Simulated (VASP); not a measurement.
**GdO: single point with r2SCAN**

GdO:

```
Gd O
1.0
     0.00000    2.68188    2.68188
     2.68188    0.00000    2.68188
     2.68188    2.68188    0.00000
Gd O
1 1
Direct
  0.00000 0.00000 0.00000
  0.25000 0.25000 0.25000
```

- Program: VASP 6.6.1
- Task: single point
- Functional: r2SCAN
- Potentials or basis: VASP PAW PBE potentials, release 64 (Gd, O)
- Cutoff: 520 eV
- k mesh: 9 × 9 × 9
- Occupations: fermi-dirac, width 0.05 eV
- Spin: collinear spin, ferromagnetic start
- Starting moments: [7.0, 0.0] μB

```json
{
  "Pressure": "-0.2 GPa",
  "Net moment": "7.94 μB per cell",
  "Site moments": "Gd +6.99; O +0.03 μB",
  "Valence electrons inside the program's atomic spheres": "Gd 15.18; O 5.04"
}
```

Levels at points of the mesh, in eV from the Fermi level:
Spin up:
| k point | band 14 | band 15 | band 16 | band 17 | band 18 | band 19 |
| --- | --- | --- | --- | --- | --- | --- |
| (0.00, 0.00, 0.00) | -5.48 | -5.48 | -2.39 | 2.82 | 2.82 | 4.71 |
Spin down:
| k point | band 4 | band 5 | band 6 | band 7 | band 8 | band 9 | band 10 | band 11 | band 12 | band 13 |
| --- | --- | --- | --- | --- | --- | --- | --- | --- | --- | --- |
| (0.00, 0.00, 0.00) | -21.27 | -20.56 | -5.81 | -5.81 | -5.81 | -0.85 | 1.23 | 1.23 | 1.23 | 1.44 |

Run time: 2.3 min on 1 thread of Intel(R) Xeon(R) 6975P-C (Granite Rapids), with other jobs on the host, peak memory 0.22 GiB.

Caveat: the PAW data sets were made with another functional, which shifts forces and pressure a little; spin-orbit coupling is left out, which moves the levels of the heavy elements; a cell with one magnetic atom can't hold antiferromagnetic order, which such compounds often take; semilocal functionals describe open f shells poorly, which spoils levels, moments and volumes. The state reached can hang on the start; a lower one may exist.
